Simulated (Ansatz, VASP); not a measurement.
Two plane-wave programs on GaAs

```
Ga As
1.0
     0.00000    2.89752    2.75618
     2.89752    0.00000    2.75618
     2.89752    2.89752    0.00000
Ga As
1 1
Direct
  0.00000 0.00000 0.00000
  0.75000 0.75000 0.75000
```

Change from the starting cell: strain +0.025 along x and y, -0.025 along z, atoms carried along.

Alike in both runs: task single point; functional PBE; k mesh 10 × 10 × 10; occupations gaussian, width 0.05 eV; no spin polarisation.

|  | VASP | Ansatz |
| --- | --- | --- |
| version | VASP 6.6.1 | Ansatz 0.2.0 |
| potentials or method | VASP PAW PBE potentials, release 64 (Ga_d, As), cutoff 520 eV | scalar-relativistic, plane waves, PAW |
| valence electrons in the cell | 18 | 28 |

```tsv
	VASP	Ansatz	Ansatz less VASP
gap on the k mesh at the Fermi level (eV)	0.15	0.15	-0.004
least direct gap on the mesh (eV)	0.15	0.15	-0.004
pressure (GPa)	1.7	1.5	-0.16
traceless stress, the component that is largest in VASP (GPa)	1.76	1.77	+0.006
```

VASP's potentials hold 18 valence electrons a cell and Ansatz's 28, so a difference there can come from the potentials and not from the codes.
